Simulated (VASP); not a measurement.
# Co (Im-3m) in VASP: a series of runs

Runs on Co. Level: revPBE. Tasks: single point.

All numbers are computed with VASP 6.6.1; they aren't measurements. Logs are shortened: lines on timing, memory, paths and dates and some standing lists are left out, and cuts for length are marked.

### Step 1. The cell of the first run

Symmetry: Im-3m, No. 229, cubic system. Conventional cell: a = 2.794 Å, b = 2.794 Å, c = 2.794 Å, α = 90.00°, β = 90.00°, γ = 90.00°. Co (site symmetry m-3m) has 14 Co at 2.42 to 2.79 Å within 3.2 Å.

### Step 2. Single point, revPBE, collinear spin, ferromagnetic start (volume scaled by 0.96)

INCAR

```
SYSTEM = Co
ALGO     = Normal         ! electronic algorithm
EDIFF    = 1E-6           ! SCF threshold, eV
ENCUT    = 520            ! plane-wave cutoff, eV
GGA      = RE             ! functional
ISIF     = 2              ! what is computed and relaxed
ISMEAR   = -1             ! smearing method
ISPIN    = 2              ! spin polarisation
LASPH    = .TRUE.         ! aspherical terms in the spheres
LCHARG   = .FALSE.        ! write CHGCAR
LMAXMIX  = 4              ! l up to which the mixer works
LORBIT   = 11             ! projections on sites
LREAL    = .FALSE.        ! projectors in reciprocal space
LWAVE    = .FALSE.        ! write WAVECAR
MAGMOM   = 1.868          ! initial moments
NBANDS   = 14             ! bands
NELM     = 150            ! most SCF steps
PREC     = Accurate       ! precision mode
SIGMA    = 0.05           ! smearing width, eV
```

KPOINTS

```
k-points
0
G
  17 17 17
  0 0 0
```

POSCAR

```
Co
1.0
   -1.3968052478      1.3968052478      1.3968052478
    1.3968052478     -1.3968052478      1.3968052478
    1.3968052478      1.3968052478     -1.3968052478
Co
1
Direct
    0.0000000000      0.0000000000      0.0000000000
```

Potentials or basis: VASP PAW PBE potentials, release 64 (Co).

Command:

```console
$ cat potpaw_PBE.64/Co/POTCAR > POTCAR
$ mpirun -np 1 vasp_std > vasp.out
```

OUTCAR:

```text
SYSTEM = Co
   EDIFF = 1E-6
   ENCUT = 520
   GGA = RE
   ISIF = 2
   ISMEAR = -1
   ISPIN = 2
   LASPH = .TRUE.
   LORBIT = 11
   LREAL = .FALSE.
   NELM = 150
   PREC = Accurate

 ion  position               nearest neighbor table
   1  0.000  0.000  0.000-

  LATTYP: Found a body centered cubic cell.
 ALAT       =     2.7936104956

  Lattice vectors:

 A1 = (  -1.3968052478,   1.3968052478,   1.3968052478)
 A2 = (   1.3968052478,  -1.3968052478,   1.3968052478)
 A3 = (   1.3968052478,   1.3968052478,  -1.3968052478)

Analysis of symmetry for initial positions (statically):
=====================================================================
 Subroutine PRICEL returns:
 Original cell was already a primitive cell.

 Routine SETGRP: Setting up the symmetry group for a
 body centered cubic supercell.

 Subroutine GETGRP returns: Found 48 space group operations
 (whereof 48 operations were pure point group operations)
 out of a pool of 48 trial point group operations.

The static configuration has the point symmetry O_h .

Analysis of symmetry for dynamics (positions and initial velocities):
=====================================================================
 Subroutine PRICEL returns:
 Original cell was already a primitive cell.

 Routine SETGRP: Setting up the symmetry group for a
 body centered cubic supercell.

 Subroutine GETGRP returns: Found 48 space group operations
 (whereof 48 operations were pure point group operations)
 out of a pool of 48 trial point group operations.

The dynamic configuration has the point symmetry O_h .

Analysis of structural, dynamic, and magnetic symmetry:
=====================================================================
 Subroutine PRICEL returns:
 Original cell was already a primitive cell.

 Routine SETGRP: Setting up the symmetry group for a
 body centered cubic supercell.

 Subroutine GETGRP returns: Found 48 space group operations
 (whereof 48 operations were pure point group operations)
 out of a pool of 48 trial point group operations.

The overall configuration has the point symmetry O_h .

 Subroutine INISYM returns: Found 48 space group operations
 (whereof 48 operations are pure point group operations),
 and found     1 'primitive' translations

----------------------------------------------------------------------------------------

                                     Primitive cell

  volume of cell :      10.9010

  direct lattice vectors                    reciprocal lattice vectors
    -1.396805248  1.396805248  1.396805248     0.000000000  0.357959709  0.357959709
     1.396805248 -1.396805248  1.396805248     0.357959709  0.000000000  0.357959709
     1.396805248  1.396805248 -1.396805248     0.357959709  0.357959709  0.000000000

  length of vectors
     2.419337657  2.419337657  2.419337657     0.506231475  0.506231475  0.506231475

  position of ions in fractional coordinates (direct lattice)
     0.000000000  0.000000000  0.000000000

  ion indices of the primitive-cell ions
   primitive index   ion index
                 1           1

----------------------------------------------------------------------------------------

 KPOINTS: k-points

Automatic generation of k-mesh.
 Grid dimensions read from file:
 generate k-points for:   17   17   17

 Generating k-lattice:

  Cartesian coordinates                     Fractional coordinates (reciprocal lattice)
     0.000000000  0.021056453  0.021056453     0.058823529  0.000000000  0.000000000
     0.021056453  0.000000000  0.021056453     0.000000000  0.058823529  0.000000000
     0.021056453  0.021056453  0.000000000     0.000000000  0.000000000  0.058823529

  Length of vectors
     0.029778322  0.029778322  0.029778322

  Shift w.r.t. Gamma in fractional coordinates (k-lattice)
     0.000000000  0.000000000  0.000000000

 Subroutine IBZKPT returns following result:
 ===========================================

 Found    165 irreducible k-points:

 Following reciprocal coordinates:
            Coordinates               Weight
  0.000000  0.000000  0.000000      1.000000
  0.058824  0.000000  0.000000     12.000000
  0.117647  0.000000  0.000000     12.000000
  0.176471  0.000000  0.000000     12.000000
  0.235294  0.000000  0.000000     12.000000
  0.294118  0.000000  0.000000     12.000000
[... 16 lines left out ...]
  0.411765  0.117647 -0.000000     48.000000
  0.176471  0.176471  0.000000     24.000000
 [... further k-points ...]
   k-points           NKPTS =    165   k-points in BZ     NKDIM =    165   number of bands    NBANDS=     14
   number of dos      NEDOS =    301   number of ions     NIONS =      1
   total plane-waves  NPLWV =   5832
   dimension x,y,z NGX =    18 NGY =   18 NGZ =   18
   dimension x,y,z NGXF=    36 NGYF=   36 NGZF=   36
   ions per type =               1
   NGX,Y,Z   is equivalent  to a cutoff of  12.37, 12.37, 12.37 a.u.
   NGXF,Y,Z  is equivalent  to a cutoff of  24.74, 24.74, 24.74 a.u.
 SYSTEM =  Co
   PREC   = accura    normal or accurate (medium, high low for compatibility)
   ISTART =      0    job   : 0-new  1-cont  2-samecut
   ICHARG =      2    charge: 1-file 2-atom 10-const
   ISPIN  =      2    spin polarized calculation?
   LNONCOLLINEAR =      F non collinear calculations
   LSORBIT =      F    spin-orbit coupling
   LASPH  =      T    aspherical Exc in radial PAW
   ENCUT  =  520.0 eV  38.22 Ry    6.18 a.u.   4.50  4.50  4.50*2*pi/ulx,y,z
   NELM   =    150;   NELMIN=  2; NELMDL= -5     # of ELM steps
   EDIFF  = 0.1E-05   stopping-criterion for ELM
   LREAL  =      F    real-space projection
   EDIFFG = 0.1E-04   stopping-criterion for IOM
   NSW    =      0    number of steps for IOM
   IBRION =     -1    ionic relax: 0-MD 1-quasi-New 2-CG
   NFREE  =      0    steps in history (QN), initial steepest desc. (CG)
   ISIF   =      2    stress and relaxation
   ISYM   =      2    0-nonsym 1-usesym 2-fastsym
   POTIM  = 0.5000    time-step for ionic-motion
   TEBEG  =    0.0;   TEEND  =   0.0 temperature during run
   PSTRESS=    0.0 pullay stress
   NELECT =       9.0000    total number of electrons
   NUPDOWN=      -1.0000    fix difference up-down
   EMIN   =  10.00;   EMAX   =-10.00  energy-range for DOS
   EFERMI =   0.00;   METHOD = LEGACY
   ISMEAR =    -1;   SIGMA  =   0.05  broadening in eV -4-tet -1-fermi 0-gaus
   EFERMI_NEDOS =   21; number of points for ismear=-14 and -15
   IALGO  =     38    algorithm
   IMIX   =      4    mixing-type and parameters
     AMIX     =   0.40;   BMIX     =  1.00
     AMIX_MAG =   1.60;   BMIX_MAG =  1.00
  volume/ion in A,a.u.               =      10.90        73.56
  Fermi-wavevector in a.u.,A,eV,Ry     =   1.535795  2.902231 32.091588  2.358665
  Thomas-Fermi vector in A             =   2.642533
   LORBIT       =     11    0 simple, 1 ext, 2 COOP (PROOUT), +10 PAW based schemes
   GGA     = RE    functional components
   LHFCALC =     F    Hartree Fock is set to
   AEXX    =    0.0000 exact exchange contribution
   IVDW    =     0    specifies the selected vdW correction
   LEPSILON=     F    determine dielectric tensor
   LRPA    =     F    only Hartree local field effects (RPA)
 spin polarized calculation
  energy-cutoff  :      520.00
  volume of cell :       10.90
 maximum number of plane-waves:       321
 NGX is ok and might be reduce to    18
   NGX =  9   NGY =  9   NGZ =  9

 number of electron       9.0000003 magnetization       1.7429445

 Free energy of the ion-electron system (eV)
  ---------------------------------------------------
  ext. energy  EPLUGINS =         0.00000000
  ---------------------------------------------------
  free energy    TOTEN  =        -6.54588339 eV

  energy without entropy =       -6.53382088  energy(sigma->0) =       -6.53985214

 E-fermi :  10.6582     XC(G=0): -13.2992

 val. band max:       10.6423015200   @ k =  -0.3529  -0.4706   0.0588
 cond. band min:      10.6590468031   @ k =  -0.4118  -0.4118   0.1176
 fundamental gap:      0.0167452831
 Fermi energy:        10.6581926218

 spin component 1

 k-point     1 :       0.0000    0.0000    0.0000
  band No.  band energies     occupation
      1       1.4092      1.00000
      2       7.5703      1.00000
      3       7.5703      1.00000
      4       7.5703      1.00000
      5       8.6477      1.00000
      6       8.6477      1.00000
      7      35.9856      0.00000
      8      35.9856      0.00000
      9      35.9856      0.00000
     10      41.2081      0.00000
     11      41.2081      0.00000
     12      43.1870      0.00000
     13      43.1870      0.00000
     14      43.1870      0.00000
[... 375 lines left out ...]
 k-point    24 :       0.1765    0.1765    0.0000
  band No.  band energies     occupation
      1       4.6632      1.00000
      2       6.9571      1.00000
      3       7.1145      1.00000
      4       8.4265      1.00000
      5       8.8518      1.00000
      6       9.5216      1.00000
      7      25.5548      0.00000
      8      26.5033      0.00000
      9      32.1084      0.00000
     10      36.5642      0.00000
     11      40.1041      0.00000
     12      43.5914      0.00000
     13      46.0051      0.00000
     14      47.5920      0.00000

 [... further k-points ...]

 spin component 2

 k-point     1 :       0.0000    0.0000    0.0000
  band No.  band energies     occupation
      1       1.4195      1.00000
      2       9.1320      1.00000
      3       9.1320      1.00000
      4       9.1320      1.00000
      5      11.0182      0.00075
      6      11.0182      0.00075
      7      35.6848      0.00000
      8      35.6848      0.00000
      9      35.6848      0.00000
     10      41.2431      0.00000
     11      41.2432      0.00000
     12      43.7462      0.00000
     13      43.7462      0.00000
     14      43.7462      0.00000
[... 375 lines left out ...]
 k-point    24 :       0.1765    0.1765    0.0000
  band No.  band energies     occupation
      1       4.8447      1.00000
      2       8.4576      1.00000
      3       8.5104      1.00000
      4      10.5821      0.82067
      5      11.0240      0.00066
      6      11.3228      0.00000
      7      25.9489      0.00000
      8      26.8684      0.00000
      9      32.4426      0.00000
     10      36.5206      0.00000
     11      40.3243      0.00000
     12      43.7939      0.00000
     13      46.9348      0.00000
     14      49.6940      0.00000

 [... further k-points ...]

------------------------ aborting loop because EDIFF is reached ----------------------------------------

  FORCE on cell =-STRESS in cart. coord.  units (eV):
  Direction    XX          YY          ZZ          XY          YZ          ZX
  --------------------------------------------------------------------------------------
  -------------------------------------------------------------------------------------
  Total        0.5055122      0.5055122      0.5055122     -0.0000000     -0.0000000     -0.0000000
  in kB       74.2975814     74.2975814     74.2975814     -0.0000000     -0.0000000     -0.0000000
  external PRESSURE =      74.2975814 kB  Pullay stress =       0.0000000 kB

 VOLUME and BASIS-vectors are now :
 -----------------------------------------------------------------------------
  energy-cutoff  :      520.00
  volume of cell :       10.90
      direct lattice vectors                 reciprocal lattice vectors
    -1.396805248  1.396805248  1.396805248     0.000000000  0.357959709  0.357959709
     1.396805248 -1.396805248  1.396805248     0.357959709  0.000000000  0.357959709
     1.396805248  1.396805248 -1.396805248     0.357959709  0.357959709  0.000000000

 POSITION                                       TOTAL-FORCE (eV/Angst)
 -----------------------------------------------------------------------------------
      0.00000      0.00000      0.00000         0.000000     -0.000000      0.000000
 -----------------------------------------------------------------------------------
    total drift:                                0.000000     -0.000000      0.000000

  FREE ENERGIE OF THE ION-ELECTRON SYSTEM (eV)
  ---------------------------------------------------
  free  energy   TOTEN  =        -6.5458833881 eV

  energy  without entropy=       -6.5338208820  energy(sigma->0) =       -6.53985214

 total charge

# of ion       s       p       d       tot
------------------------------------------
    1        0.489   0.530   7.239   8.259

 magnetization (x)

# of ion       s       p       d       tot
------------------------------------------
    1       -0.004  -0.050   1.818   1.764
```

Wall time 49 s (1 thread of AMD EPYC 7R43 (Zen 3), shared host); peak memory 0.12 GiB.

Results:

```
Free energy                                           : -6.5459 eV
Pressure                                              : 7.4 GPa
Net moment                                            : 1.74 μB per cell
Site moments                                          : Co +1.76 μB
Valence electrons inside the program's atomic spheres : Co 8.26
```

Caveat: the cell differs from its parent crystal (volume scaled by 0.96); the PAW data sets were made with another functional, which shifts forces and pressure a little.

### Step 3. Single point, revPBE, collinear spin, ferromagnetic start

This run uses another cell than the first one, of 11.36 Å³/atom, 1.042 times its volume.

INCAR

```
SYSTEM = Co
ALGO = Normal ; EDIFF = 1E-6
ENCUT = 520 ; GGA = RE
ISIF = 2 ; ISMEAR = -1
ISPIN = 2 ; LASPH = .True.
LCHARG = .False. ; LMAXMIX = 4
LORBIT = 11 ; LREAL = .False.
LWAVE = .False. ; MAGMOM = 1.868
NBANDS = 14 ; NELM = 150
PREC = Accurate ; SIGMA = 0.05
```

KPOINTS

```
k-points
0
Gamma
  17 17 17
  0 0 0
```

POSCAR

```
Co
1.0
   -1.4159419443      1.4159419443      1.4159419443
    1.4159419443     -1.4159419443      1.4159419443
    1.4159419443      1.4159419443     -1.4159419443
Co
1
Direct
    0.0000000000      0.0000000000      0.0000000000
```

Potentials or basis: VASP PAW PBE potentials, release 64 (Co).

Command:

```console
$ cat potpaw_PBE.64/Co/POTCAR > POTCAR
$ mpirun -np 1 vasp_std > vasp.out
```

It took 47 s on 1 thread of AMD EPYC 7R43 (Zen 3), shared host; peak memory 0.12 GiB.

The run converged. Its results:

```
Free energy                                           : -6.5544 eV
Pressure                                              : -1.0 GPa
Net moment                                            : 1.75 μB per cell
Site moments                                          : Co +1.78 μB
Valence electrons inside the program's atomic spheres : Co 8.18
```

Levels at points of the mesh, in eV from the Fermi level:
Spin up:
```csv
k point,band 1,band 2,band 3,band 4,band 5,band 6,band 7,band 8,band 9,band 10
"(0.00, 0.00, 0.00)",-9.00,-3.02,-3.02,-3.02,-2.03,-2.03,24.92,24.92,24.92,29.85
```
Spin down:
```
           k point  band 1  band 2  band 3  band 4  band 5  band 6  band 7  band 8
(0.00, 0.00, 0.00)   -9.01   -1.45   -1.45   -1.45    0.36    0.36   24.59   24.59
```

Caveat: the PAW data sets were made with another functional, which shifts forces and pressure a little.

### Step 4. Single point, revPBE, collinear spin, ferromagnetic start (volume scaled by 1.04)

INCAR

```
SYSTEM = Co
  PREC = Accurate
  ENCUT = 520
  EDIFF = 1E-7
  ISMEAR = -1
  SIGMA = 0.05
  LREAL = .FALSE.
  LASPH = .TRUE.
  NELM = 150
  ALGO = Normal
  ISIF = 2
  LWAVE = .FALSE.
  LCHARG = .TRUE.
  ISPIN = 2
  MAGMOM = 1.868
  LORBIT = 11
  LMAXMIX = 4
  GGA = RE
  LELF = .TRUE.
  LVHAR = .TRUE.
  NBANDS = 14
```

KPOINTS

```
regular mesh
0
G
  17 17 17
  0 0 0
```

POSCAR

```
Co
1.0
   -1.4345748961      1.4345748961      1.4345748961
    1.4345748961     -1.4345748961      1.4345748961
    1.4345748961      1.4345748961     -1.4345748961
Co
1
Direct
    0.0000000000      0.0000000000      0.0000000000
```

Command:

```console
$ cat potpaw_PBE.64/Co/POTCAR > POTCAR
$ mpirun -np 1 vasp_std > vasp.out
```

Run time: 52 s. Hardware: 1 thread of AMD EPYC 7R43 (Zen 3), shared host; peak memory 0.12 GiB.

Results (log left out):

```
Free energy                                           : -6.5414 eV
Pressure                                              : -7.7 GPa
Net moment                                            : 1.77 μB per cell
Site moments                                          : Co +1.80 μB
Valence electrons inside the program's atomic spheres : Co 8.12
```

Levels at points of the mesh, in eV from the Fermi level:
Spin up:
```
           k point  band 2  band 3  band 4  band 5  band 6  band 7  band 8  band 9
(0.00, 0.00, 0.00)   -2.96   -2.96   -2.96   -2.06   -2.06   24.52   24.52   24.52
```
Spin down:
```tsv
k point	band 1	band 2	band 3	band 4	band 5	band 6	band 7	band 8
(0.00, 0.00, 0.00)	-8.79	-1.39	-1.39	-1.39	0.36	0.36	24.17	24.17
```

Caveat: the cell differs from its parent crystal (volume scaled by 1.04); the PAW data sets were made with another functional, which shifts forces and pressure a little.

### Step 5. Single point, revPBE, collinear spin, ferromagnetic start (volume scaled by 1.08)

INCAR

```
PREC = Accurate
ENCUT = 520
EDIFF = 1E-6
ISMEAR = -1
SIGMA = 0.05
LREAL = False
LASPH = True
NELM = 150
ALGO = Normal
ISIF = 2
LWAVE = False
LCHARG = False
ISPIN = 2
MAGMOM = 1.868
LORBIT = 11
LMAXMIX = 4
GGA = RE
NBANDS = 14
```

KPOINTS

```
Automatic mesh
0
Gamma
  17 17 17
```

POSCAR

```
Co
1.0
   -1.4527360000      1.4527360000      1.4527360000
    1.4527360000     -1.4527360000      1.4527360000
    1.4527360000      1.4527360000     -1.4527360000
Co
1
Direct
    0.0000000000      0.0000000000      0.0000000000
```

Command:

```console
$ cat potpaw_PBE.64/Co/POTCAR > POTCAR
$ mpirun -np 1 vasp_std > vasp.out
```

It took 61 s on 1 thread of AMD EPYC 7R43 (Zen 3), shared host; peak memory 0.12 GiB.

It converged, with:

```
Free energy                                           : -6.5119 eV
Pressure                                              : -12.8 GPa
Net moment                                            : 1.79 μB per cell
Site moments                                          : Co +1.83 μB
Valence electrons inside the program's atomic spheres : Co 8.05
```

Levels at points of the mesh, in eV from the Fermi level:
Spin up:
```
           k point  band 3  band 4  band 5  band 6  band 7  band 8
(0.00, 0.00, 0.00)   -2.92   -2.92   -2.09   -2.09   24.14   24.14
```
Spin down:
```csv
k point,band 2,band 3,band 4,band 5,band 6,band 7
"(0.00, 0.00, 0.00)",-1.33,-1.33,-1.33,0.37,0.37,23.78
```

Caveat: the cell differs from its parent crystal (volume scaled by 1.08); the PAW data sets were made with another functional, which shifts forces and pressure a little.

### Step 6. Summary

```csv
cell,gap on the mesh (eV),pressure (GPa),moment (μB)
"a = 2.419 Å, angles 109.5°, 1 atom",none,7.4,1.74
"a = 2.452 Å, angles 109.5°, 1 atom",none,-1.0,1.75
"a = 2.485 Å, angles 109.5°, 1 atom",none,-7.7,1.77
"a = 2.516 Å, angles 109.5°, 1 atom",none,-12.8,1.79
```

Alike in all rows: task single point; level revPBE; potentials or basis VASP PAW PBE potentials, release 64 (Co); spin collinear, ferromagnetic start; k mesh 17 × 17 × 17; cutoff (eV) 520; smearing fermi-dirac 0.05 eV.

Caveats: the PAW data sets were made with another functional, which shifts forces and pressure a little.

Absolute energies hang on the potentials; compare differences alone.
